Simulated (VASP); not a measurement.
A run of VASP 6.6.1 is set up as follows.

INCAR

```
SYSTEM = Sr3BiP
  ALGO = Normal
  EDIFF = 1E-6
  ENCUT = 520
  GGA = CA
  ISIF = 2
  ISMEAR = -1
  LASPH = .True.
  LCHARG = .True.
  LELF = .True.
  LREAL = .False.
  LVHAR = .True.
  LWAVE = .False.
  NBANDS = 33
  NELM = 100
  PREC = Accurate
  SIGMA = 0.15
```

Contents of KPOINTS:

```
k-points
0
Gamma
  4 4 4
  0 0 0
```

File POSCAR:

```
Sr3BiP
1.0
    5.7767500000      0.0000000000      0.0000000000
    0.0000000000      5.7767500000      0.0000000000
    0.0000000000      0.0000000000      5.7767500000
Sr Bi P
3 1 1
Direct
    0.0000000000      0.5000000000      0.5000000000
    0.5000000000      0.0000000000      0.5000000000
    0.5000000000      0.5000000000      0.0000000000
    0.0000000000      0.0000000000      0.0000000000
    0.5000000000      0.5000000000      0.5000000000
```

Potentials or basis: VASP PAW LDA potentials, release 64 (Sr_sv, Bi_d, P).

Command:

```console
$ cat potpaw_LDA.64/Sr_sv/POTCAR potpaw_LDA.64/Bi_d/POTCAR potpaw_LDA.64/P/POTCAR > POTCAR
$ mpirun -np 1 vasp_std > vasp.out
```

Q: Predict the pressure.

A: -2.3 GPa.

Q: Predict the band gap on the k mesh.

A: Zero (filled and empty bands touch).

Caveat: spin-orbit coupling is left out, which moves the levels of the heavy elements.
